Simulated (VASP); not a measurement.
The system is BaZrO3.

```
Ba Zr O
1.0
     4.19134    0.00000    0.00000
     0.00000    4.19134    0.00000
     0.00000    0.00000    4.19134
Ba Zr O
1 1 3
Direct
  0.00000 0.00000 0.00000
  0.50000 0.50000 0.50000
  0.50000 0.50000 0.00000
  0.50000 0.00000 0.50000
  0.00000 0.50000 0.50000
```

Program: VASP 6.6.1. Alike in all runs: task single point; no spin polarisation; cell as given; cutoff (eV) 520; smearing fermi-dirac 0.05 eV.

**Question.** Order these runs on this cell by their band gap on the k mesh, lowest first.
A. level r2SCAN; potentials or basis VASP PAW PBE potentials, release 64 (Ba_sv, Zr_sv, O); k mesh 6 × 6 × 6
B. level LDA; potentials or basis VASP PAW LDA potentials, release 64 (Ba_sv, Zr_sv, O); k mesh 6 × 6 × 6
C. level PBE; potentials or basis VASP PAW PBE potentials, release 64 (Ba_sv, Zr_sv, O); k mesh 5 × 5 × 5

**Answer.** B (3.07 eV), C (3.29 eV), A (3.70 eV).

Caveats: spin-orbit coupling is left out, which moves the levels of the heavy elements.

A k mesh can miss the band edges, odd and even meshes differently.
